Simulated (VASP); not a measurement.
Input of a VASP 6.6.1 run:

POSCAR

```
CaO
1.0
    0.0000000000      2.4473654209      2.4473654209
    2.4473654209      0.0000000000      2.4473654209
    2.4473654209      2.4473654209      0.0000000000
Ca O
1 1
Direct
    0.0000000000      0.0000000000      0.0000000000
    0.5000000000      0.5000000000      0.5000000000
```

File INCAR.step1:

```
SYSTEM = CaO
ALGO     = Normal         ! electronic algorithm
EDIFF    = 1E-4           ! SCF threshold, eV
ENCUT    = 520            ! plane-wave cutoff, eV
GGA      = PE             ! functional
ISMEAR   = -1             ! smearing method
LASPH    = .True.         ! aspherical terms in the spheres
LCHARG   = .False.        ! write CHGCAR
LREAL    = .False.        ! projectors in reciprocal space
LWAVE    = .True.         ! write WAVECAR
NBANDS   = 15             ! bands
NELM     = 100            ! most SCF steps
PREC     = Accurate       ! precision mode
SIGMA    = 0.1            ! smearing width, eV
```

The input INCAR.step2:

```
SYSTEM = CaO
ALGO     = Normal         ! electronic algorithm
EDIFF    = 1E-6           ! SCF threshold, eV
ENCUT    = 520            ! plane-wave cutoff, eV
ISIF     = 2              ! what is computed and relaxed
ISMEAR   = -1             ! smearing method
ISTART   = 1            
LASPH    = .True.         ! aspherical terms in the spheres
LCHARG   = .True.         ! write CHGCAR
LELF     = .True.         ! ELF
LMIXTAU  = .True.       
LREAL    = .False.        ! projectors in reciprocal space
LVHAR    = .True.       
LWAVE    = .False.        ! write WAVECAR
METAGGA  = R2SCAN         ! meta-GGA
NBANDS   = 15             ! bands
NELM     = 100            ! most SCF steps
PREC     = Accurate       ! precision mode
SIGMA    = 0.1            ! smearing width, eV
```

The input KPOINTS:

```
k-points
0
Gamma
  12 12 12
  0 0 0
```

Potentials or basis: VASP PAW PBE potentials, release 64 (Ca_sv, O).

Command:

```console
$ cat potpaw_PBE.64/Ca_sv/POTCAR potpaw_PBE.64/O/POTCAR > POTCAR
$ cp INCAR.step1 INCAR
$ mpirun -np 1 vasp_std > vasp.out
$ cp INCAR.step2 INCAR
$ mpirun -np 1 vasp_std > vasp.out
```

(1) Predict the band gap on the k mesh.

(2) Predict the pressure.

Answers

(1) 4.20 eV (least direct gap 4.58 eV).

(2) -5.5 GPa.

Caveat: the cell stands under tension; the PAW data sets were made with another functional, which shifts forces and pressure a little.
